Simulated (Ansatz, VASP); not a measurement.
# C: VASP beside Ansatz

```
C
1.0
     3.57155    0.00000   -3.57155
     0.00000    3.57155   -3.57155
     3.57155    3.57155    0.00000
C
15
Direct
  0.25000 0.25000 0.25000
  0.25000 0.75000 0.75000
  0.25000 0.75000 0.25000
  0.75000 0.25000 0.75000
  0.75000 0.25000 0.25000
  0.75000 0.75000 0.75000
  0.75000 0.75000 0.25000
  0.12500 0.12500 0.12500
  0.12500 0.12500 0.62500
  0.12500 0.62500 0.12500
  0.05185 0.48438 0.73189
  0.62500 0.12500 0.12500
  0.62500 0.12500 0.62500
  0.62500 0.62500 0.12500
  0.62500 0.62500 0.62500
```

Change from the starting cell: C vacancy; atom 11 moved 0.375 of the way to it and +0.525 Å across, host rigid.

Alike in both runs: task single point; functional PBE; k mesh 6 × 6 × 6; occupations gaussian, width 0.05 eV; no spin polarisation.

|  | VASP | Ansatz |
| --- | --- | --- |
| version | VASP 6.6.1 | Ansatz 0.2.0 |
| potentials or method | VASP PAW PBE potentials, release 64 (C), cutoff 520 eV | scalar-relativistic, plane waves, PAW |
| valence electrons in the cell | 60 | 60 |

```tsv
	VASP	Ansatz	Ansatz less VASP
gap on the k mesh at the Fermi level (eV)	none	none	-
pressure (GPa)	-3.5	-4.4	-0.91
traceless stress, the component that is largest in VASP (GPa)	-17.23	-17.25	-0.013
rms of the force components (eV/Å)	1.888	1.888	-0.0005
```

Atom by atom the forces differ by 0.014 eV/Å (rms over components). A gap of «none» marks a metal or a gap that the smearing closes.
